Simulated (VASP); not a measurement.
The system is PbS.

```
CELL_PARAMETERS angstrom
0.00000 2.96500 2.96500
2.96500 0.00000 2.96500
2.96500 2.96500 0.00000
ATOMIC_POSITIONS crystal
Pb 0.50000 0.50000 0.50000
S 0.00000 0.00000 0.00000
```

Base run:

```yaml
Program: VASP 6.6.1
Functional: BLYP
Potentials_or_basis: VASP PAW PBE potentials, release 64 (Pb_d, S)
Cutoff: 520 eV
k_mesh: 8 × 8 × 8
Occupations: gaussian, width 0.05 eV
Spin: no spin polarisation
```

Its results: band gap on the k mesh 0.48 eV, direct; pressure 6.0 GPa.

Q: After a change of settings the same cell gave: band gap on the k mesh 0.43 eV, direct; pressure -0.4 GPa. Which change was it?
A. functional from BLYP to revPBE; dispersion from none to D3(BJ)
B. functional from BLYP to revPBE; further incar settings from ALGO = Normal; EDIFF = 1e-07; NBANDS = 17 to ALGO = Normal; EDIFF = 1e-06; NBANDS = 17
C. functional from BLYP to r2SCAN; further incar settings from ALGO = Normal; EDIFF = 1e-07; NBANDS = 17 to ALGO = Normal; EDIFF = 1e-06; NBANDS = 17

A: A.

Caveats: the PAW data sets were made with another functional, which shifts forces and pressure a little; spin-orbit coupling is left out, which moves the levels of the heavy elements.
